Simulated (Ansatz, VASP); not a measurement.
**Two plane-wave programs on AlNi**

The input INCAR:

```
  ALGO = Fast
  EDIFF = 1E-7
  ENCUT = 520
  GGA = PE
  ISIF = 2
  ISMEAR = 0
  LASPH = T
  LCHARG = F
  LREAL = F
  LWAVE = F
  NBANDS = 14
  NELM = 80
  PREC = Accurate
  SIGMA = 0.15
```

KPOINTS

```
k-points
0
Gamma
  20 20 20
```

The input POSCAR:

```
AlNi
1.0
    2.0428098070     -1.9662044392      0.0000000000
    2.0428098070      1.9662044392      0.0000000000
    0.0000000000      0.0000000000      2.9011416498
Al Ni
1 1
Direct
    0.0000000000      0.0000000000      0.0000000000
    0.5000000000      0.5000000000      0.5000000000
```

Input for Ansatz:

```yaml
crystal:
  lattice:
    - [2.042809807, -1.9662044392, 0.0]
    - [2.042809807, 1.9662044392, 0.0]
    - [0.0, 0.0, 2.9011416498]
  atoms:
    - { symbol: Al, position: [0.0, 0.0, 0.0] }
    - { symbol: Ni, position: [0.5, 0.5, 0.5] }
basis:
  ecutwfc: 420
kpoints:
  mp_grid: { grid: [20, 20, 20] }
hamiltonian:
  xc: pbe
scf:
  occupations: { method: gaussian, width: 0.15 }
output:
  forces: true
  stress: true
  eigenvalues: true
```

Change from the starting cell: strain -0.0375 x Voigt [0, 1, 0, 0, 0, 0], atoms carried along.

Alike in both runs: task single point; functional PBE; k mesh 20 × 20 × 20; occupations gaussian, width 0.15 eV; no spin polarisation.

```csv
,VASP,Ansatz
version,VASP 6.6.1,Ansatz 0.2.0
potentials or method,"VASP PAW PBE potentials, release 64 (Al, Ni), cutoff 520 eV","scalar-relativistic, plane waves, PAW"
valence electrons in the cell,13,21
```

VASP gave:

| Quantity | Value |
| --- | --- |
| gap on the k mesh at the Fermi level (eV) | none |
| pressure (GPa) | 6.7 |
| traceless stress, the component that is largest in VASP (GPa) | 5.43 |

Task: Estimate Ansatz's values.

Result: gap on the k mesh at the Fermi level (eV): none; pressure (GPa): 6.9; traceless stress, the component that is largest in VASP (GPa): 5.44.

A gap of «none» marks a metal or a gap that the smearing closes. The functional is the same, so the differences come from potentials, cutoffs and numerics. VASP's potentials hold 13 valence electrons a cell and Ansatz's 21, so a difference there can come from the potentials and not from the codes.
